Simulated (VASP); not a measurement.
**Zr2Si4GePd: single point with PBE**

Zr2Si4GePd:

```
Zr Si Ge Pd
1.0
     3.92524    0.00000    0.00000
     0.00000    1.80261    9.90885
     0.00000   -1.80261    9.90885
Zr Si Ge Pd
2 4 1 1
Cartesian
  0.0000 0.0000 18.4568
  1.9626 0.0000 1.6783
  0.0000 0.0000 4.8616
  1.9626 0.0000 14.4735
  0.0000 0.0000 10.6936
  1.9626 0.0000 9.3416
  1.9626 0.0000 6.7074
  0.0000 0.0000 13.0579
```

```
Program             : VASP 6.6.1
Task                : single point
Functional          : PBE
Potentials or basis : VASP PAW PBE potentials, release 64 (Zr_sv, Si, Ge_d, Pd)
Cutoff              : 500 eV
k mesh              : 4 × 4 × 4
Occupations         : gaussian, width 0.2 eV
Spin                : no spin polarisation
```

| Quantity | Value |
| --- | --- |
| Pressure | -0.1 GPa |
| Largest force | 0.026 eV/Å |
| Band gap on the k mesh | zero (bands 32 and 33 overlap by 0.78 eV) |

Forces on the atoms (eV/Å):
```
Zr   0.000  0.000  0.023
Zr   0.000  0.000  0.012
Si   0.000  0.000 -0.002
Si   0.000  0.000  0.018
Si   0.000  0.000 -0.019
Si   0.000  0.000 -0.007
Ge   0.000  0.000 -0.026
Pd   0.000  0.000  0.002
```

Levels at points of the mesh, in eV from the Fermi level:
```
           k point  band 28  band 29  band 30  band 31  band 32  band 33  band 34  band 35  band 36  band 37
(0.00, 0.00, 0.00)    -1.78    -1.17    -1.06    -0.35     0.26     1.10     1.21     1.44     1.70     1.83
(0.50, 0.00, 0.00)    -1.95    -1.74    -1.53     0.34     0.50     1.07     1.37     1.38     2.01     2.05
(0.00, 0.50, 0.00)    -1.70    -1.56    -0.97    -0.55    -0.13     0.13     0.13     1.14     1.16     1.51
(0.50, 0.50, 0.00)    -3.00    -2.64    -2.58    -1.71    -0.37    -0.06     1.13     1.52     2.55     2.68
(0.00, 0.50, 0.50)    -1.61    -1.57    -1.14    -1.05     0.11     0.99     1.10     1.36     1.78     1.83
(0.50, 0.50, 0.50)    -1.50    -1.23    -1.21     0.38     0.47     0.83     1.36     1.52     1.62     2.00
```

Wall time 4.3 min on 1 thread of Intel(R) Xeon(R) 6975P-C (Granite Rapids), with other jobs on the host, peak memory 0.48 GiB.

Caveat: the k points lie up to 0.44 Å⁻¹ apart, too coarse for converged energies and pressures of a metal.
